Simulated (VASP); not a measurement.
# WSe2 (P6_3/mmc) in VASP: single point with PBEsol

Aim: the single point of WSe2 with PBEsol.

All numbers are computed with VASP 6.6.1; they aren't measurements. Logs are shortened: lines on timing, memory, paths and dates and some standing lists are left out, and cuts for length are marked.

**The experiment to reproduce.**

From “Time-resolved XUV ARPES with tunable 24–33 eV laser pulses at 30 meV resolution”, 2019, pmc:6684652, for a bulk crystal of WSe2: band gap 1.3 eV (indirect).

The runs below are set against these values where they give the same quantity.

**1. The cell of the first run**

It takes space group P6_3/mmc (No. 194, hexagonal). Conventional cell: a = 3.290 Å, b = 3.290 Å, c = 12.970 Å, α = 90.00°, β = 90.00°, γ = 120.00°. W (site symmetry -6m2) has 6 Se at 2.53 Å and 6 W at 3.29 Å within 3.3 Å. Within 3.3 Å of Se (site symmetry 3m) lie 3 W at 2.53 Å and 6 Se at 3.29 Å.

**2. Single point, PBEsol**

File INCAR:

```
SYSTEM = WSe2
PREC = Accurate
ENCUT = 520
EDIFF = 1E-6
ISMEAR = 0
SIGMA = 0.05
LREAL = .False.
LASPH = .True.
NELM = 100
ALGO = Normal
ISIF = 2
LWAVE = .False.
LCHARG = .True.
GGA = PS
LELF = .True.
LVHAR = .True.
NBANDS = 35
```

File KPOINTS:

```
Automatic mesh
0
Gamma
  12 12 2
  0 0 0
```

File POSCAR:

```
WSe2
1.0
    3.2899984505      0.0000000000      0.0000000000
   -1.6449992252      2.8492222365      0.0000000000
    0.0000000000      0.0000000000     12.9700000000
W Se
2 4
Direct
    0.3333333333      0.6666666667      0.2500000000
    0.6666666667      0.3333333333      0.7500000000
    0.3333333333      0.6666666667      0.6210000000
    0.6666666667      0.3333333333      0.1210000000
    0.3333333333      0.6666666667      0.8790000000
    0.6666666667      0.3333333333      0.3790000000
```

Potentials or basis: VASP PAW PBE potentials, release 64 (W_sv, Se).

Command:

```console
> cat potpaw_PBE.64/W_sv/POTCAR potpaw_PBE.64/Se/POTCAR > POTCAR
> mpirun -np 1 vasp_std > vasp.out
```

OUTCAR:

```text
SYSTEM = WSe2
   PREC = Accurate
   ENCUT = 520
   EDIFF = 1E-6
   ISMEAR = 0
   LREAL = .False.
   LASPH = .True.
   NELM = 100
   ISIF = 2
   GGA = PS

 ion  position               nearest neighbor table
   1  0.333  0.667  0.250-   4 2.53   6 2.53   4 2.53   6 2.53   4 2.53   6 2.53
   2  0.667  0.333  0.750-   3 2.53   5 2.53   3 2.53   5 2.53   3 2.53   5 2.53
   3  0.333  0.667  0.621-   2 2.53   2 2.53   2 2.53
   4  0.667  0.333  0.121-   1 2.53   1 2.53   1 2.53
   5  0.333  0.667  0.879-   2 2.53   2 2.53   2 2.53
   6  0.667  0.333  0.379-   1 2.53   1 2.53   1 2.53

  LATTYP: Found a hexagonal cell.
 ALAT       =     3.2899984505
 C/A-ratio  =     3.9422510968

  Lattice vectors:

 A1 = (   3.2899984505,   0.0000000000,   0.0000000000)
 A2 = (  -1.6449992252,   2.8492222365,   0.0000000000)
 A3 = (   0.0000000000,   0.0000000000,  12.9700000000)

Analysis of symmetry for initial positions (statically):
=====================================================================
 Subroutine PRICEL returns:
 Original cell was already a primitive cell.

 Routine SETGRP: Setting up the symmetry group for a
 hexagonal supercell.

 Subroutine GETGRP returns: Found 24 space group operations
 (whereof 12 operations were pure point group operations)
 out of a pool of 24 trial point group operations.

The static configuration has the point symmetry D_3d.
 The point group associated with its full space group is D_6h.

Analysis of symmetry for dynamics (positions and initial velocities):
=====================================================================
 Subroutine PRICEL returns:
 Original cell was already a primitive cell.

 Routine SETGRP: Setting up the symmetry group for a
 hexagonal supercell.

 Subroutine GETGRP returns: Found 24 space group operations
 (whereof 12 operations were pure point group operations)
 out of a pool of 24 trial point group operations.

The dynamic configuration has the point symmetry D_3d.
 The point group associated with its full space group is D_6h.

 Subroutine INISYM returns: Found 24 space group operations
 (whereof 12 operations are pure point group operations),
 and found     1 'primitive' translations

----------------------------------------------------------------------------------------

                                     Primitive cell

  volume of cell :     121.5800

  direct lattice vectors                    reciprocal lattice vectors
     3.289998451  0.000000000  0.000000000     0.303951511  0.175486487  0.000000000
    -1.644999225  2.849222237  0.000000000     0.000000000  0.350972973  0.000000000
     0.000000000  0.000000000 12.970000000     0.000000000  0.000000000  0.077101002

  length of vectors
     3.289998451  3.289998450 12.970000000     0.350972973  0.350972973  0.077101002

  position of ions in fractional coordinates (direct lattice)
     0.333333333  0.666666667  0.250000000
     0.666666667  0.333333333  0.750000000
     0.333333333  0.666666667  0.621000000
     0.666666667  0.333333333  0.121000000
     0.333333333  0.666666667  0.879000000
     0.666666667  0.333333333  0.379000000

  ion indices of the primitive-cell ions
   primitive index   ion index
                 1           1
                 2           2
                 3           3
                 4           4
                 5           5
                 6           6

----------------------------------------------------------------------------------------

 KPOINTS: Automatic mesh

Automatic generation of k-mesh.
 Grid dimensions read from file:
 generate k-points for:   12   12    2

 Generating k-lattice:

  Cartesian coordinates                     Fractional coordinates (reciprocal lattice)
     0.025329293  0.014623874  0.000000000     0.083333333 -0.000000000  0.000000000
     0.000000000  0.029247748  0.000000000     0.000000000  0.083333333  0.000000000
     0.000000000  0.000000000  0.038550501     0.000000000  0.000000000  0.500000000

  Length of vectors
     0.029247748  0.029247748  0.038550501

  Shift w.r.t. Gamma in fractional coordinates (k-lattice)
     0.000000000  0.000000000  0.000000000

 Subroutine IBZKPT returns following result:
 ===========================================

 Found     38 irreducible k-points:

 Following reciprocal coordinates:
            Coordinates               Weight
  0.000000  0.000000  0.000000      1.000000
  0.083333 -0.000000  0.000000      6.000000
  0.166667 -0.000000  0.000000      6.000000
  0.250000 -0.000000  0.000000      6.000000
  0.333333 -0.000000  0.000000      6.000000
  0.416667 -0.000000  0.000000      6.000000
[... 16 lines left out ...]
  0.250000 -0.000000  0.500000      6.000000
  0.333333 -0.000000  0.500000      6.000000
 [... further k-points ...]
   k-points           NKPTS =     38   k-points in BZ     NKDIM =     38   number of bands    NBANDS=     35
   number of dos      NEDOS =    301   number of ions     NIONS =      6
   total plane-waves  NPLWV =  55296
   dimension x,y,z NGX =    24 NGY =   24 NGZ =   96
   dimension x,y,z NGXF=    48 NGYF=   48 NGZF=  192
   ions per type =               2   4
   NGX,Y,Z   is equivalent  to a cutoff of  12.13, 12.13, 12.31 a.u.
   NGXF,Y,Z  is equivalent  to a cutoff of  24.25, 24.25, 24.61 a.u.
 SYSTEM =  WSe2
   PREC   = accura    normal or accurate (medium, high low for compatibility)
   ISTART =      0    job   : 0-new  1-cont  2-samecut
   ICHARG =      2    charge: 1-file 2-atom 10-const
   ISPIN  =      1    spin polarized calculation?
   LNONCOLLINEAR =      F non collinear calculations
   LSORBIT =      F    spin-orbit coupling
   LASPH  =      T    aspherical Exc in radial PAW
   ENCUT  =  520.0 eV  38.22 Ry    6.18 a.u.   6.12  6.12 24.12*2*pi/ulx,y,z
   NELM   =    100;   NELMIN=  2; NELMDL= -5     # of ELM steps
   EDIFF  = 0.1E-05   stopping-criterion for ELM
   LREAL  =      F    real-space projection
   EDIFFG = 0.1E-04   stopping-criterion for IOM
   NSW    =      0    number of steps for IOM
   IBRION =     -1    ionic relax: 0-MD 1-quasi-New 2-CG
   NFREE  =      0    steps in history (QN), initial steepest desc. (CG)
   ISIF   =      2    stress and relaxation
   ISYM   =      2    0-nonsym 1-usesym 2-fastsym
   POTIM  = 0.5000    time-step for ionic-motion
   TEBEG  =    0.0;   TEEND  =   0.0 temperature during run
   PSTRESS=    0.0 pullay stress
   NELECT =      52.0000    total number of electrons
   NUPDOWN=      -1.0000    fix difference up-down
   EMIN   =  10.00;   EMAX   =-10.00  energy-range for DOS
   EFERMI =   0.00;   METHOD = LEGACY
   ISMEAR =     0;   SIGMA  =   0.05  broadening in eV -4-tet -1-fermi 0-gaus
   EFERMI_NEDOS =   21; number of points for ismear=-14 and -15
   IALGO  =     38    algorithm
   IMIX   =      4    mixing-type and parameters
     AMIX     =   0.40;   BMIX     =  1.00
     AMIX_MAG =   1.60;   BMIX_MAG =  1.00
  volume/ion in A,a.u.               =      20.26       136.74
  Fermi-wavevector in a.u.,A,eV,Ry     =   1.233451  2.330885 20.699927  1.521402
  Thomas-Fermi vector in A             =   2.368181
   LORBIT       =      0    0 simple, 1 ext, 2 COOP (PROOUT), +10 PAW based schemes
   GGA     = PS    functional components
   LHFCALC =     F    Hartree Fock is set to
   AEXX    =    0.0000 exact exchange contribution
   IVDW    =     0    specifies the selected vdW correction
   LEPSILON=     F    determine dielectric tensor
   LRPA    =     F    only Hartree local field effects (RPA)
 non-spin polarized calculation
 Gauss-broadening in eV      SIGMA  =   0.05
  energy-cutoff  :      520.00
  volume of cell :      121.58
 maximum number of plane-waves:      3324
   NGX = 13   NGY = 13   NGZ = 49

 number of electron      51.9999991 magnetization

 Free energy of the ion-electron system (eV)
  ---------------------------------------------------
  ext. energy  EPLUGINS =         0.00000000
  ---------------------------------------------------
  free energy    TOTEN  =       -46.54253161 eV

  energy without entropy =      -46.54253161  energy(sigma->0) =      -46.54253161

 E-fermi :   6.3636     XC(G=0): -10.9111

 val. band max:        6.1341465650   @ k =   0.0000   0.0000   0.0000
 cond. band min:       7.0678429156   @ k =   0.1667   0.1667   0.0000
 fundamental gap:      0.9336963506
 Fermi energy:         6.3635725517

 k-point     1 :       0.0000    0.0000    0.0000
  band No.  band energies     occupation
      1     -68.1580      2.00000
      2     -68.1579      2.00000
      3     -32.4068      2.00000
      4     -32.4067      2.00000
      5     -32.2756      2.00000
      6     -32.2756      2.00000
[... 27 lines left out ...]
     34       9.0886      0.00000
     35      10.5407      0.00000

 k-point     2 :       0.0833   -0.0000    0.0000
  band No.  band energies     occupation
      1     -68.1573      2.00000
      2     -68.1573      2.00000
      3     -32.4037      2.00000
      4     -32.4037      2.00000
      5     -32.2915      2.00000
      6     -32.2915      2.00000
[... 27 lines left out ...]
     34       9.0286      0.00000
     35      11.1784      0.00000

 k-point     3 :       0.1667   -0.0000    0.0000
  band No.  band energies     occupation
      1     -68.1554      2.00000
      2     -68.1554      2.00000
      3     -32.3954      2.00000
      4     -32.3954      2.00000
      5     -32.3348      2.00000
      6     -32.3348      2.00000
[... 27 lines left out ...]
     34       9.4885      0.00000
     35      12.1155      0.00000
[... 723 lines left out ...]
 k-point    23 :       0.2500   -0.0000    0.5000
  band No.  band energies     occupation
      1     -68.1528      2.00000
      2     -68.1528      2.00000
      3     -32.3934      2.00000
      4     -32.3934      2.00000
      5     -32.3841      2.00000
      6     -32.3841      2.00000
[... 27 lines left out ...]
     34       9.8052      0.00000
     35      12.4269      0.00000

 k-point    24 :       0.3333   -0.0000    0.5000
  band No.  band energies     occupation
      1     -68.1502      2.00000
      2     -68.1502      2.00000
      3     -32.4514      2.00000
      4     -32.4514      2.00000
      5     -32.3727      2.00000
      6     -32.3727      2.00000
[... 27 lines left out ...]
     34      10.0752      0.00000
     35      11.6458      0.00000

 [... further k-points ...]
[... 5 lines left out ...]
  --------------------------------------------------------------------------------------
  -------------------------------------------------------------------------------------
  Total       -0.9486527     -0.9486527     -0.0199193     -0.0000000      0.0000000      0.0000000
  in kB      -12.5013183    -12.5013183     -0.2624959     -0.0000000      0.0000000      0.0000000
  external PRESSURE =      -8.4217108 kB  Pullay stress =       0.0000000 kB

 VOLUME and BASIS-vectors are now :
 -----------------------------------------------------------------------------
  energy-cutoff  :      520.00
  volume of cell :      121.58
      direct lattice vectors                 reciprocal lattice vectors
     3.289998451  0.000000000  0.000000000     0.303951511  0.175486487  0.000000000
    -1.644999225  2.849222237  0.000000000     0.000000000  0.350972973  0.000000000
     0.000000000  0.000000000 12.970000000     0.000000000  0.000000000  0.077101002

 POSITION                                       TOTAL-FORCE (eV/Angst)
 -----------------------------------------------------------------------------------
     -0.00000      1.89948      3.24250        -0.000000     -0.000000     -0.000000
      1.64500      0.94974      9.72750         0.000000      0.000000     -0.000000
     -0.00000      1.89948      8.05437         0.000000      0.000000      0.071123
      1.64500      0.94974      1.56937         0.000000     -0.000000      0.071123
     -0.00000      1.89948     11.40063        -0.000000      0.000000     -0.071123
      1.64500      0.94974      4.91563        -0.000000     -0.000000     -0.071123
 -----------------------------------------------------------------------------------
    total drift:                               -0.000000      0.000000     -0.000000

  FREE ENERGIE OF THE ION-ELECTRON SYSTEM (eV)
  ---------------------------------------------------
  free  energy   TOTEN  =       -46.5425316118 eV

  energy  without entropy=      -46.5425316118  energy(sigma->0) =      -46.54253161
```

Run time: 95 s. Hardware: 1 thread of Intel Xeon Platinum 8375C at 2.90GHz (Ice Lake), shared host; peak memory 0.3 GiB.

What came out:

| Property | Result |
| --- | --- |
| Free energy | -46.5425 eV |
| Pressure | -0.8 GPa |
| Largest force | 0.071 eV/Å |
| Band gap on the k mesh | 0.93 eV, indirect (least direct gap 1.51 eV) |

Forces in eV/Å, atoms in the order of the input:
```
W    0.000  0.000  0.000
W    0.000  0.000  0.000
Se   0.000  0.000  0.071
Se   0.000  0.000  0.071
Se   0.000  0.000 -0.071
Se   0.000  0.000 -0.071
```

Stress tensor (GPa, compression positive):
```
-1.25  0.00  0.00
 0.00 -1.25  0.00
 0.00  0.00 -0.03
```

Levels at points of the mesh, in eV from the valence-band top:
| k point | band 22 | band 23 | band 24 | band 25 | band 26 | band 27 | band 28 | band 29 | band 30 | band 31 |
| --- | --- | --- | --- | --- | --- | --- | --- | --- | --- | --- |
| (0.00, 0.00, 0.00) | -1.50 | -1.50 | -1.13 | -1.05 | 0.00 | 2.64 | 2.64 | 2.69 | 2.69 | 2.74 |
| (0.50, 0.00, 0.00) | -2.40 | -1.45 | -1.36 | -1.29 | -1.10 | 2.11 | 2.15 | 2.28 | 2.64 | 2.92 |
| (0.00, 0.00, 0.50) | -1.53 | -1.53 | -1.53 | -0.22 | -0.22 | 2.64 | 2.64 | 2.64 | 2.64 | 2.87 |
| (0.50, 0.00, 0.50) | -2.54 | -1.35 | -1.35 | -1.23 | -1.23 | 2.13 | 2.13 | 2.49 | 2.49 | 3.32 |

Caveat: the PAW data sets were made with another functional, which shifts forces and pressure a little; spin-orbit coupling is left out, which moves the levels of the heavy elements; this functional lacks dispersion, which binds the layers, so the pressure and a relaxed spacing across them are unreliable.

**3. Comparison with measurements**

Step 2. Against the measured gap of WSe2, 1.3 eV (indirect; “Time-resolved XUV ARPES with tunable 24–33 eV laser pulses at 30 meV resolution”, 2019, pmc:6684652), the calculated 0.93 eV is off by -0.37 eV. Spin-orbit coupling on Se, W is left out. The value is that of PBEsol on a finite k mesh, which can miss the band edges, without temperature or zero-point motion. Semilocal functionals fall short of measured gaps as a rule.
